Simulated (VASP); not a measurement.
Set up this calculation in VASP 6.6.1, as the native input.

| Property | Result |
| --- | --- |
| Task | relaxation of cell and atoms |
| Functional | PBE |
| Potentials or basis | VASP PAW PBE potentials, release 64 (Zr_sv, P) |
| Cutoff | 500 eV |
| k mesh | 12 × 12 × 12 |
| Occupations | gaussian, width 0.1 eV |
| Spin | no spin polarisation |
| Dipole correction | no |
| Further INCAR settings | ALGO = Normal; EDIFF = 1e-07; IBRION = 2; EDIFFG = -0.01; NSW = 100; ISIF = 3 |

The structure of ZrP3 lies in POSCAR:

```
ZrP3
1.0
    4.0494038314      0.0000000000      0.0000000000
    0.0000000000      4.0494038314      0.0000000000
    0.0000000000      0.0000000000      4.0494038314
Zr P
1 3
Direct
    0.0000000000      0.0000000000      0.0000000000
    0.0000000000      0.5000000000      0.5000000000
    0.5000000000      0.0000000000      0.5000000000
    0.5000000000      0.5000000000      0.0000000000
```

One way to write it, as run:

INCAR

```
SYSTEM = ZrP3
PREC = Accurate
ENCUT = 500
EDIFF = 1E-7
ISMEAR = 0
SIGMA = 0.1
LREAL = .FALSE.
LASPH = .TRUE.
NELM = 120
ALGO = Normal
ISIF = 3
LWAVE = .FALSE.
LCHARG = .FALSE.
GGA = PE
IBRION = 2
NSW = 100
EDIFFG = -0.01
GGA_COMPAT = .FALSE.
NELMIN = 4
```

KPOINTS

```
regular mesh
0
G
  12 12 12
  0 0 0
```

Potentials or basis: VASP PAW PBE potentials, release 64 (Zr_sv, P).

Run with:

```bash
$ cat potpaw_PBE.64/Zr_sv/POTCAR potpaw_PBE.64/P/POTCAR > POTCAR
$ mpirun -np 1 vasp_std > vasp.out
```

Results of the run:

| Quantity | Value |
| --- | --- |
| Relaxed volume | 16.15 Å³/atom |
| Relaxed cell | a = 4.013 Å, b = 4.013 Å, c = 4.013 Å, α = 90.00°, β = 90.00°, γ = 90.00° |
| Space group after relaxing (to 0.1 Å) | Pm-3m (No. 221) |
| Energy gained by relaxing | 4.0 meV/atom |
| Ionic steps | 3 |
| Pressure after relaxing | 0.0 GPa |
| Band gap on the k mesh | zero (an odd number of electrons rules out a gap without spin polarisation) |

It took 3.2 min on 1 thread of Intel(R) Xeon(R) Platinum 8488C (Sapphire Rapids), with other jobs on the host, peak memory 0.23 GiB.
